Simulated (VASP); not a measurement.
# Cu (Fd-3m) in VASP: further runs

Runs on Cu. Level: LDA. Tasks: single point.

All numbers are computed with VASP 6.6.1; they aren't measurements. Logs are shortened: lines on timing, memory, paths and dates and some standing lists are left out, and cuts for length are marked.

## Step 1: The cell of the first run

The structure is cubic, space group Fd-3m (No. 227). Conventional cell: a = 4.087 Å, b = 4.087 Å, c = 4.087 Å, α = 90.00°, β = 90.00°, γ = 90.00°. Within 2.4 Å of Cu (site symmetry -43m) lie 4 Cu at 1.77 Å.

## Step 2: Single point, LDA (volume scaled by 0.5)

File INCAR:

```
  PREC = Accurate
  ENCUT = 520
  EDIFF = 1E-6
  ISMEAR = -1
  SIGMA = 0.08
  LREAL = F
  LASPH = T
  NELM = 60
  ALGO = Normal
  ISIF = 2
  LWAVE = F
  LCHARG = F
  NBANDS = 18
```

File KPOINTS:

```
regular mesh
0
Gamma
  15 15 15
```

File POSCAR:

```
Cu
1.0
    0.0000000000      2.0432608762      2.0432608762
    2.0432608762      0.0000000000      2.0432608762
    2.0432608762      2.0432608762      0.0000000000
Cu
2
Direct
   -0.1250000000     -0.1250000000     -0.1250000000
    0.1250000000      0.1250000000      0.1250000000
```

Potentials or basis: VASP PAW LDA potentials, release 64 (Cu).

Run with:

```
cat potpaw_LDA.64/Cu/POTCAR > POTCAR
mpirun -np 1 vasp_std > vasp.out
```

OUTCAR:

```text
PREC = Accurate
   ENCUT = 520
   EDIFF = 1E-6
   ISMEAR = -1
   LREAL = F
   LASPH = T
   NELM = 60
   ISIF = 2

 ion  position               nearest neighbor table
   1  0.875  0.875  0.875-   2 1.77   2 1.77   2 1.77   2 1.77
   2  0.125  0.125  0.125-   1 1.77   1 1.77   1 1.77   1 1.77

  LATTYP: Found a face centered cubic cell.
 ALAT       =     4.0865217524

  Lattice vectors:

 A1 = (   0.0000000000,   2.0432608762,   2.0432608762)
 A2 = (   2.0432608762,   0.0000000000,   2.0432608762)
 A3 = (   2.0432608762,   2.0432608762,   0.0000000000)

Analysis of symmetry for initial positions (statically):
=====================================================================
 Subroutine PRICEL returns:
 Original cell was already a primitive cell.

 Routine SETGRP: Setting up the symmetry group for a
 face centered cubic supercell.

 Subroutine GETGRP returns: Found 48 space group operations
 (whereof 12 operations were pure point group operations)
 out of a pool of 48 trial point group operations.

The static configuration has the point symmetry D_3d.
 The point group associated with its full space group is O_h .

Analysis of symmetry for dynamics (positions and initial velocities):
=====================================================================
 Subroutine PRICEL returns:
 Original cell was already a primitive cell.

 Routine SETGRP: Setting up the symmetry group for a
 face centered cubic supercell.

 Subroutine GETGRP returns: Found 48 space group operations
 (whereof 12 operations were pure point group operations)
 out of a pool of 48 trial point group operations.

The dynamic configuration has the point symmetry D_3d.
 The point group associated with its full space group is O_h .

 Subroutine INISYM returns: Found 48 space group operations
 (whereof 12 operations are pure point group operations),
 and found     1 'primitive' translations

----------------------------------------------------------------------------------------

                                     Primitive cell

  volume of cell :      17.0609

  direct lattice vectors                    reciprocal lattice vectors
     0.000000000  2.043260876  2.043260876    -0.244706883  0.244706883  0.244706883
     2.043260876  0.000000000  2.043260876     0.244706883 -0.244706883  0.244706883
     2.043260876  2.043260876  0.000000000     0.244706883  0.244706883 -0.244706883

  length of vectors
     2.889607243  2.889607243  2.889607243     0.423844754  0.423844754  0.423844754
[... 67 lines left out ...]
   dimension x,y,z NGXF=    48 NGYF=   48 NGZF=   48
   ions per type =               2
   NGX,Y,Z   is equivalent  to a cutoff of  13.81, 13.81, 13.81 a.u.
   NGXF,Y,Z  is equivalent  to a cutoff of  27.62, 27.62, 27.62 a.u.
 SYSTEM =  unknown system
   PREC   = accura    normal or accurate (medium, high low for compatibility)
   ISTART =      0    job   : 0-new  1-cont  2-samecut
   ICHARG =      2    charge: 1-file 2-atom 10-const
   ISPIN  =      1    spin polarized calculation?
   LNONCOLLINEAR =      F non collinear calculations
   LSORBIT =      F    spin-orbit coupling
   LASPH  =      T    aspherical Exc in radial PAW
   ENCUT  =  520.0 eV  38.22 Ry    6.18 a.u.   5.37  5.37  5.37*2*pi/ulx,y,z
   NELM   =     60;   NELMIN=  2; NELMDL= -5     # of ELM steps
   EDIFF  = 0.1E-05   stopping-criterion for ELM
   LREAL  =      F    real-space projection
[... 7 lines left out ...]
   TEBEG  =    0.0;   TEEND  =   0.0 temperature during run
   PSTRESS=    0.0 pullay stress
   NELECT =      22.0000    total number of electrons
   NUPDOWN=      -1.0000    fix difference up-down
   EMIN   =  10.00;   EMAX   =-10.00  energy-range for DOS
   EFERMI =   0.00;   METHOD = LEGACY
   ISMEAR =    -1;   SIGMA  =   0.08  broadening in eV -4-tet -1-fermi 0-gaus
   EFERMI_NEDOS =   21; number of points for ismear=-14 and -15
   IALGO  =     38    algorithm
   IMIX   =      4    mixing-type and parameters
     AMIX     =   0.40;   BMIX     =  1.00
     AMIX_MAG =   1.60;   BMIX_MAG =  1.00
  volume/ion in A,a.u.               =       8.53        57.57
  Fermi-wavevector in a.u.,A,eV,Ry     =   1.781894  3.367292 43.200495  3.175147
  Thomas-Fermi vector in A             =   2.846393
   LORBIT       =      0    0 simple, 1 ext, 2 COOP (PROOUT), +10 PAW based schemes
   GGA     = CA    functional components
   LHFCALC =     F    Hartree Fock is set to
   AEXX    =    0.0000 exact exchange contribution
   IVDW    =     0    specifies the selected vdW correction
   LEPSILON=     F    determine dielectric tensor
   LRPA    =     F    only Hartree local field effects (RPA)
 non-spin polarized calculation
  energy-cutoff  :      520.00
  volume of cell :       17.06
 maximum number of plane-waves:       477
 NGX is ok and might be reduce to    24
   NGX = 11   NGY = 11   NGZ = 11

 number of electron      22.0000022 magnetization

 Free energy of the ion-electron system (eV)
  ---------------------------------------------------
  ext. energy  EPLUGINS =         0.00000000
  ---------------------------------------------------
  free energy    TOTEN  =         1.05006893 eV

  energy without entropy =        1.06067072  energy(sigma->0) =        1.05536983

 E-fermi :  13.2685     XC(G=0): -14.8047

 val. band max:       13.2434930146   @ k =  -0.4667   0.0667   0.0000
 cond. band min:      13.2807638609   @ k =  -0.3333   0.4667   0.2000
 fundamental gap:      0.0372708463
 Fermi energy:        13.2685368543

 k-point     1 :       0.0000    0.0000    0.0000
  band No.  band energies     occupation
      1       0.7374      2.00000
      2       5.2420      2.00000
      3       5.2420      2.00000
      4       5.7837      2.00000
      5       5.7837      2.00000
      6       5.7837      2.00000
[... 481 lines left out ...]
      5       5.9217      2.00000
      6       6.6229      2.00000
[... 10 lines left out ...]
     17      34.4610      0.00000
     18      35.3946      0.00000

 [... further k-points ...]
[... 5 lines left out ...]
  --------------------------------------------------------------------------------------
  -------------------------------------------------------------------------------------
  Total       30.6111365     30.6111365     30.6111365     -0.0000000     -0.0000000     -0.0000000
  in kB     2874.6738759   2874.6738759   2874.6738759     -0.0000000     -0.0000000     -0.0000000
  external PRESSURE =    2874.6738759 kB  Pullay stress =       0.0000000 kB

 VOLUME and BASIS-vectors are now :
 -----------------------------------------------------------------------------
  energy-cutoff  :      520.00
  volume of cell :       17.06
      direct lattice vectors                 reciprocal lattice vectors
     0.000000000  2.043260876  2.043260876    -0.244706883  0.244706883  0.244706883
     2.043260876  0.000000000  2.043260876     0.244706883 -0.244706883  0.244706883
     2.043260876  2.043260876  0.000000000     0.244706883  0.244706883 -0.244706883

 POSITION                                       TOTAL-FORCE (eV/Angst)
 -----------------------------------------------------------------------------------
      3.57571      3.57571      3.57571        -0.000000      0.000000      0.000000
      0.51082      0.51082      0.51082         0.000000     -0.000000     -0.000000
 -----------------------------------------------------------------------------------
    total drift:                                0.000000      0.000000      0.000000

  FREE ENERGIE OF THE ION-ELECTRON SYSTEM (eV)
  ---------------------------------------------------
  free  energy   TOTEN  =         1.0500689304 eV

  energy  without entropy=        1.0606707198  energy(sigma->0) =        1.05536983
```

Wall time 29 s (1 thread of AMD EPYC 9R14 (Zen 4), shared host); peak memory 0.12 GiB.

What came out:

- Free energy: 1.0501 eV
- Pressure: 287.5 GPa
- Band gap on the k mesh: zero (band 11 reaches 14.05 eV, above the bottom of band 12 at 13.21 eV)

(Continued in part 2 of 2.)
